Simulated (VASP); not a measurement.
A run of VASP 6.6.1:

The input INCAR:

```
SYSTEM = PbF2
  PREC = Accurate
  ENCUT = 600
  EDIFF = 1E-6
  ISMEAR = 0
  SIGMA = 0.01
  LREAL = .FALSE.
  LASPH = .TRUE.
  NELM = 100
  ALGO = Normal
  ISIF = 3
  LWAVE = .FALSE.
  LCHARG = .FALSE.
  GGA = PE
  IBRION = 2
  NSW = 80
  EDIFFG = -0.03
  PSTRESS = 100.0
```

Contents of KPOINTS:

```
regular mesh
0
G
  6 6 6
  0 0 0
```

The input POSCAR:

```
PbF2
1.0
    0.0000000000      2.9636600000      2.9636600000
    2.9636600000      0.0000000000      2.9636600000
    2.9636600000      2.9636600000      0.0000000000
Pb F
1 2
Direct
    0.0000000000      0.0000000000      0.0000000000
    0.2500000000      0.2500000000      0.2500000000
    0.7500000000      0.7500000000      0.7500000000
```

Potentials or basis: VASP PAW PBE potentials, release 64 (Pb_d, F).

Launch:

```console
$ cat potpaw_PBE.64/Pb_d/POTCAR potpaw_PBE.64/F/POTCAR > POTCAR
$ mpirun -np 1 vasp_std > vasp.out
```

Hardware: 1 thread of AMD EPYC 9R45 96-Core Processor (Zen 5), on a shared host.

Question: How long does it take, and how much memory?

Answer: Wall time 33 s on 1 thread of AMD EPYC 9R45 96-Core Processor (Zen 5), with other jobs on the host, peak memory 0.18 GiB. Counts: scf iterations 31, k points 16, ion steps 3.
